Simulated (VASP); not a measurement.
# Na (P-1) in VASP: a series of runs

Runs on Na. Level: PBE. Tasks: single point.

Everything below comes from runs of VASP 6.6.1. Logs are shortened: lines on timing, memory, paths and dates and some standing lists are left out, and cuts for length are marked.

## 1. The cell of the first run

The typed cell holds 1 atom: a = 3.697 Å, b = 3.685 Å, c = 3.665 Å, α = 110.29°, β = 109.26°, γ = 107.02°.

## 2. Single point, PBE

Input file INCAR:

```
SYSTEM = Na
PREC     = Accurate       ! precision mode
ENCUT    = 520            ! plane-wave cutoff, eV
EDIFF    = 1E-6           ! SCF threshold, eV
ISMEAR   = 1              ! smearing method
SIGMA    = 0.1            ! smearing width, eV
LREAL    = .False.        ! projectors in reciprocal space
LASPH    = .True.         ! aspherical terms in the spheres
NELM     = 60             ! most SCF steps
ALGO     = Fast           ! electronic algorithm
ISIF     = 2              ! what is computed and relaxed
LWAVE    = .False.        ! write WAVECAR
LCHARG   = .True.         ! write CHGCAR
GGA      = PE             ! functional
LELF     = .True.         ! ELF
LVHAR    = .True.       
NBANDS   = 10             ! bands
```

Input file KPOINTS:

```
regular mesh
0
Gamma
  10 10 10
  0 0 0
```

Input file POSCAR:

```
Na
1.0
   -2.0576110000      2.1435560000      2.1993280000
    2.1081360000     -2.0830750000      2.1893720000
    2.0920000000      2.1174640000     -2.1388470000
Na
1
Direct
   -0.0012990000     -0.0002080000     -0.0053070000
```

Potentials or basis: VASP PAW PBE potentials, release 64 (Na_pv).

On the command line:

```sh
$ cat potpaw_PBE.64/Na_pv/POTCAR > POTCAR
$ mpirun -np 1 vasp_std > vasp.out
```

OUTCAR:

```text
SYSTEM = Na
   PREC = Accurate
   ENCUT = 520
   EDIFF = 1E-6
   ISMEAR = 1
   LREAL = .False.
   LASPH = .True.
   NELM = 60
   ISIF = 2
   GGA = PE

 ion  position               nearest neighbor table
   1  0.999  1.000  0.995-

  LATTYP: Found a triclinic cell.
 ALAT       =     3.6846694023
 B/A-ratio  =     1.6105846299
 C/A-ratio  =     0.9947565805
 COS(alpha) =     0.0098245113
 COS(beta)  =     0.3467707922
 COS(gamma) =     0.8032606655

  Lattice vectors:

 A1 = (  -2.1081360000,   2.0830750000,  -2.1893720000)
 A2 = (  -4.1657470000,   4.2266310000,   0.0099560000)
 A3 = (   2.0920000000,   2.1174640000,  -2.1388470000)

Analysis of symmetry for initial positions (statically):
=====================================================================
 Subroutine PRICEL returns:
 Original cell was already a primitive cell.

 Routine SETGRP: Setting up the symmetry group for a
 triclinic supercell.

 Subroutine GETGRP returns: Found  2 space group operations
 (whereof  1 operations were pure point group operations)
 out of a pool of  2 trial point group operations.

The static configuration has the point symmetry C_1 .
 The point group associated with its full space group is S_2 .

Analysis of symmetry for dynamics (positions and initial velocities):
=====================================================================
 Subroutine PRICEL returns:
 Original cell was already a primitive cell.

 Routine SETGRP: Setting up the symmetry group for a
 triclinic supercell.

 Subroutine GETGRP returns: Found  2 space group operations
 (whereof  1 operations were pure point group operations)
 out of a pool of  2 trial point group operations.

The dynamic configuration has the point symmetry C_1 .
 The point group associated with its full space group is S_2 .

 Subroutine INISYM returns: Found  2 space group operations
 (whereof  1 operations are pure point group operations),
 and found     1 'primitive' translations

----------------------------------------------------------------------------------------

                                     Primitive cell

  volume of cell :      39.2564

  direct lattice vectors                    reciprocal lattice vectors
    -2.057611000  2.143556000  2.199328000    -0.004598939  0.231533027  0.224720079
     2.108136000 -2.083075000  2.189372000     0.235420029 -0.005096728  0.225217868
     2.092000000  2.117464000 -2.138847000     0.236252263  0.232863049 -0.005928962

  length of vectors
     3.696706508  3.684669402  3.665349135     0.322688405  0.325839922  0.331776256

  position of ions in fractional coordinates (direct lattice)
     0.998701000  0.999792000  0.994693000

  ion indices of the primitive-cell ions
   primitive index   ion index
                 1           1

----------------------------------------------------------------------------------------

 KPOINTS: regular mesh

Automatic generation of k-mesh.
 Grid dimensions read from file:
 generate k-points for:   10   10   10

 Generating k-lattice:

  Cartesian coordinates                     Fractional coordinates (reciprocal lattice)
    -0.000459894  0.023153303  0.022472008     0.100000000  0.000000000  0.000000000
     0.023542003 -0.000509673  0.022521787    -0.000000000  0.100000000  0.000000000
     0.023625226  0.023286305 -0.000592896    -0.000000000  0.000000000  0.100000000

  Length of vectors
     0.032268841  0.032583992  0.033177626

  Shift w.r.t. Gamma in fractional coordinates (k-lattice)
     0.000000000  0.000000000  0.000000000

 Subroutine IBZKPT returns following result:
 ===========================================

 Found    504 irreducible k-points:

 Following reciprocal coordinates:
            Coordinates               Weight
  0.000000  0.000000  0.000000      1.000000
  0.100000 -0.000000  0.000000      2.000000
  0.200000 -0.000000  0.000000      2.000000
  0.300000  0.000000 -0.000000      2.000000
  0.400000 -0.000000  0.000000      2.000000
  0.500000 -0.000000  0.000000      1.000000
[... 16 lines left out ...]
 -0.400000  0.200000  0.000000      2.000000
 -0.300000  0.200000  0.000000      2.000000
 [... further k-points ...]
   k-points           NKPTS =    504   k-points in BZ     NKDIM =    504   number of bands    NBANDS=     10
   number of dos      NEDOS =    301   number of ions     NIONS =      1
   total plane-waves  NPLWV =  21952
   dimension x,y,z NGX =    28 NGY =   28 NGZ =   28
   dimension x,y,z NGXF=    56 NGYF=   56 NGZF=   56
   ions per type =               1
   NGX,Y,Z   is equivalent  to a cutoff of  12.59, 12.63, 12.70 a.u.
   NGXF,Y,Z  is equivalent  to a cutoff of  25.18, 25.27, 25.40 a.u.
 SYSTEM =  Na
   PREC   = accura    normal or accurate (medium, high low for compatibility)
   ISTART =      0    job   : 0-new  1-cont  2-samecut
   ICHARG =      2    charge: 1-file 2-atom 10-const
   ISPIN  =      1    spin polarized calculation?
   LNONCOLLINEAR =      F non collinear calculations
   LSORBIT =      F    spin-orbit coupling
   LASPH  =      T    aspherical Exc in radial PAW
   ENCUT  =  520.0 eV  38.22 Ry    6.18 a.u.   6.87  6.85  6.82*2*pi/ulx,y,z
   NELM   =     60;   NELMIN=  2; NELMDL= -5     # of ELM steps
   EDIFF  = 0.1E-05   stopping-criterion for ELM
   LREAL  =      F    real-space projection
   EDIFFG = 0.1E-04   stopping-criterion for IOM
   NSW    =      0    number of steps for IOM
   IBRION =     -1    ionic relax: 0-MD 1-quasi-New 2-CG
   NFREE  =      0    steps in history (QN), initial steepest desc. (CG)
   ISIF   =      2    stress and relaxation
   ISYM   =      2    0-nonsym 1-usesym 2-fastsym
   POTIM  = 0.5000    time-step for ionic-motion
   TEBEG  =    0.0;   TEEND  =   0.0 temperature during run
   PSTRESS=    0.0 pullay stress
   NELECT =       7.0000    total number of electrons
   NUPDOWN=      -1.0000    fix difference up-down
   EMIN   =  10.00;   EMAX   =-10.00  energy-range for DOS
   EFERMI =   0.00;   METHOD = LEGACY
   ISMEAR =     1;   SIGMA  =   0.10  broadening in eV -4-tet -1-fermi 0-gaus
   EFERMI_NEDOS =   21; number of points for ismear=-14 and -15
   IALGO  =     68    algorithm
   IMIX   =      4    mixing-type and parameters
     AMIX     =   0.40;   BMIX     =  1.00
     AMIX_MAG =   1.60;   BMIX_MAG =  1.00
  volume/ion in A,a.u.               =      39.26       264.92
  Fermi-wavevector in a.u.,A,eV,Ry     =   0.921448  1.741284 11.552248  0.849066
  Thomas-Fermi vector in A             =   2.046865
   LORBIT       =      0    0 simple, 1 ext, 2 COOP (PROOUT), +10 PAW based schemes
   GGA     = PE    functional components
   LHFCALC =     F    Hartree Fock is set to
   AEXX    =    0.0000 exact exchange contribution
   IVDW    =     0    specifies the selected vdW correction
   LEPSILON=     F    determine dielectric tensor
   LRPA    =     F    only Hartree local field effects (RPA)
 non-spin polarized calculation
 RMM-DIIS sequential band-by-band and
 Methfessel and Paxton  Order N= 1 SIGMA  =   0.10
  energy-cutoff  :      520.00
  volume of cell :       39.26
 maximum number of plane-waves:      1072
   NGX = 13   NGY = 13   NGZ = 13

 number of electron       6.9999995 magnetization

 Free energy of the ion-electron system (eV)
  ---------------------------------------------------
  ext. energy  EPLUGINS =         0.00000000
  ---------------------------------------------------
  free energy    TOTEN  =        -1.30308199 eV

  energy without entropy =       -1.30304521  energy(sigma->0) =       -1.30306973

 E-fermi :   0.1610     XC(G=0):  -6.3549

 val. band max:        0.1588032262   @ k =   0.3000   0.2000   0.5000
 cond. band min:       0.1630620094   @ k =   0.4000  -0.3000   0.2000
 fundamental gap:      0.0042587832
 Fermi energy:         0.1609768693

 k-point     1 :       0.0000    0.0000    0.0000
  band No.  band energies     occupation
      1     -24.7790      2.00000
      2     -24.7789      2.00000
      3     -24.7779      2.00000
      4      -2.9900      2.00000
      5      11.1338      0.00000
      6      11.4076      0.00000
      7      11.8926      0.00000
      8      12.3825      0.00000
      9      12.3892      0.00000
     10      12.7056      0.00000

 k-point     2 :       0.1000   -0.0000    0.0000
  band No.  band energies     occupation
      1     -24.7810      2.00000
      2     -24.7794      2.00000
      3     -24.7788      2.00000
      4      -2.8284      2.00000
      5       9.1187      0.00000
      6      10.6832      0.00000
      7      11.2402      0.00000
      8      11.7045      0.00000
      9      12.0817      0.00000
     10      13.2041      0.00000

 k-point     3 :       0.2000   -0.0000    0.0000
  band No.  band energies     occupation
      1     -24.7878      2.00000
      2     -24.7814      2.00000
      3     -24.7788      2.00000
      4      -2.3466      2.00000
      5       6.7175      0.00000
      6       9.7525      0.00000
      7      10.4135      0.00000
      8      10.7376      0.00000
      9      11.5325      0.00000
     10      13.5800      0.00000

 k-point     4 :       0.3000    0.0000   -0.0000
  band No.  band energies     occupation
      1     -24.7963      2.00000
      2     -24.7839      2.00000
      3     -24.7787      2.00000
      4      -1.5527      2.00000
      5       4.5368      0.00000
      6       9.0434      0.00000
      7       9.7987      0.00000
      8      10.0336      0.00000
      9      10.9439      0.00000
     10      14.2030      0.00000
[... 222 lines left out ...]
 k-point    22 :       0.5000    0.2000    0.0000
  band No.  band energies     occupation
      1     -24.8029      2.00000
      2     -24.7888      2.00000
      3     -24.7815      2.00000
      4       0.1208      1.62264
      5       2.9478      0.00000
      6       5.2285      0.00000
      7       8.4681      0.00000
      8      11.5108      0.00000
      9      12.5825      0.00000
     10      14.5354      0.00000

 k-point    23 :      -0.4000    0.2000    0.0000
  band No.  band energies     occupation
      1     -24.8000      2.00000
      2     -24.7857      2.00000
      3     -24.7808      2.00000
      4      -0.9805      2.00000
      5       4.7792      0.00000
      6       5.8064      0.00000
      7       8.8763      0.00000
      8      11.3282      0.00000
      9      12.1911      0.00000
     10      13.9517      0.00000

 k-point    24 :      -0.3000    0.2000    0.0000
  band No.  band energies     occupation
      1     -24.7946      2.00000
      2     -24.7837      2.00000
      3     -24.7795      2.00000
      4      -1.7886      2.00000
      5       6.3685      0.00000
      6       7.1540      0.00000
      7       9.5010      0.00000
      8      10.7274      0.00000
      9      11.7921      0.00000
     10      13.0850      0.00000

 [... further k-points ...]

------------------------ aborting loop because EDIFF is reached ----------------------------------------

  FORCE on cell =-STRESS in cart. coord.  units (eV):
  Direction    XX          YY          ZZ          XY          YZ          ZX
  --------------------------------------------------------------------------------------
  -------------------------------------------------------------------------------------
  Total       -0.1504585     -0.1355592     -0.0851622     -0.0138880     -0.0329857     -0.0274991
  in kB       -6.1406905     -5.5326015     -3.4757399     -0.5668143     -1.3462524     -1.1223270
  external PRESSURE =      -5.0496773 kB  Pullay stress =       0.0000000 kB

 VOLUME and BASIS-vectors are now :
 -----------------------------------------------------------------------------
  energy-cutoff  :      520.00
  volume of cell :       39.26
      direct lattice vectors                 reciprocal lattice vectors
    -2.057611000  2.143556000  2.199328000    -0.004598939  0.231533027  0.224720079
     2.108136000 -2.083075000  2.189372000     0.235420029 -0.005096728  0.225217868
     2.092000000  2.117464000 -2.138847000     0.236252263  0.232863049 -0.005928962

 POSITION                                       TOTAL-FORCE (eV/Angst)
 -----------------------------------------------------------------------------------
      2.13366      2.16436      2.25789        -0.000000      0.000000     -0.000000
 -----------------------------------------------------------------------------------
    total drift:                                0.000001      0.000003     -0.000010

  FREE ENERGIE OF THE ION-ELECTRON SYSTEM (eV)
  ---------------------------------------------------
  free  energy   TOTEN  =        -1.3030819858 eV

  energy  without entropy=       -1.3030452142  energy(sigma->0) =       -1.30306973
```

Wall time 95 s (1 thread of AMD EPYC 7R13 (Zen 3), shared host); peak memory 0.24 GiB.

Results:

- Free energy: -1.3031 eV
- Pressure: -0.5 GPa
- Band gap on the k mesh: zero (an odd number of electrons rules out a gap without spin polarisation)

(Continued in part 2 of 2.)
